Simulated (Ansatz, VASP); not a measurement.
One calculation of SbH, two programs

```xyz
4
Lattice="4.8652 0.0000 0.0222 0.0000 3.6360 0.0000 -0.0176 0.0000 4.0584" Properties=species:S:1:pos:R:3 pbc="T T T"
Sb    4.0391    2.7270    3.0621
Sb    0.8084    0.9090    1.0185
H     1.7542    2.7270    1.0225
H     3.0934    0.9090    3.0581
```

Alike in both runs: functional PBE; k mesh 10 × 10 × 6; occupations gaussian, width 0.1 eV; no spin polarisation.

Ansatz relaxed the structure, and its values are those at the end. VASP's run is a single point on that final structure, the one shown.

```csv
,VASP,Ansatz
version,VASP 6.6.1,Ansatz 0.2.0
potentials or method,"VASP PAW PBE potentials, release 64 (Sb, H), cutoff 520 eV","scalar-relativistic, plane waves, PAW"
valence electrons in the cell,12,32
```

VASP gave:

* gap on the k mesh at the Fermi level (eV): none
* pressure (GPa): -0.1
* rms of the force components (eV/Å): 0.004

Which values does Ansatz return?

gap on the k mesh at the Fermi level (eV): none; pressure (GPa): 0.0; rms of the force components (eV/Å): 0.002.

A gap of «none» marks a metal or a gap that the smearing closes. VASP's potentials hold 12 valence electrons a cell and Ansatz's 32, so a difference there can come from the potentials and not from the codes.

Neither program's run includes spin-orbit coupling.
